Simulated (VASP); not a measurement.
Set up this calculation in VASP 6.6.1, as the native input.

```yaml
Task: single point
Functional: PBE
Potentials_or_basis: VASP PAW PBE potentials, release 64 (Al, N)
Cutoff: 520 eV
k_mesh: 10 × 10 × 10
Occupations: gaussian, width 0.05 eV
Spin: no spin polarisation
Dipole_correction: no
Further_INCAR_settings: ALGO = Normal; EDIFF = 1e-06; NBANDS = 11
```

The structure of AlN lies in POSCAR:

```
AlN
1.0
    0.0000000000      2.1156985656      2.3272684222
    2.1156985656      0.0000000000      2.3272684222
    2.1156985656      2.1156985656      0.0000000000
Al N
1 1
Direct
    0.0000000000      0.0000000000      0.0000000000
    0.7500000000      0.7500000000      0.7500000000
```

This cell differs from its parent crystal: ratio of the length along z to the lengths across it x 1.1, volume and fractional coordinates fixed.

The input as run:

INCAR

```
PREC = Accurate
ENCUT = 520
EDIFF = 1E-6
ISMEAR = 0
SIGMA = 0.05
LREAL = F
LASPH = T
NELM = 60
ALGO = Normal
ISIF = 2
LWAVE = F
LCHARG = T
GGA = PE
LELF = T
LVHAR = T
NBANDS = 11
```

KPOINTS

```
regular mesh
0
Gamma
  10 10 10
```

Potentials or basis: VASP PAW PBE potentials, release 64 (Al, N).

Launch:

```console
$ cat potpaw_PBE.64/Al/POTCAR potpaw_PBE.64/N/POTCAR > POTCAR
$ mpirun -np 1 vasp_std > vasp.out
```

Results of the run:

```yaml
Pressure: 3.9 GPa
Band_gap_on_the_k_mesh: 3.00 eV, indirect (least direct gap 3.97 eV)
```

It took 24 s on 1 thread of AMD EPYC 7R43 64-Core Processor (Zen 3), with other jobs on the host, peak memory 0.11 GiB.
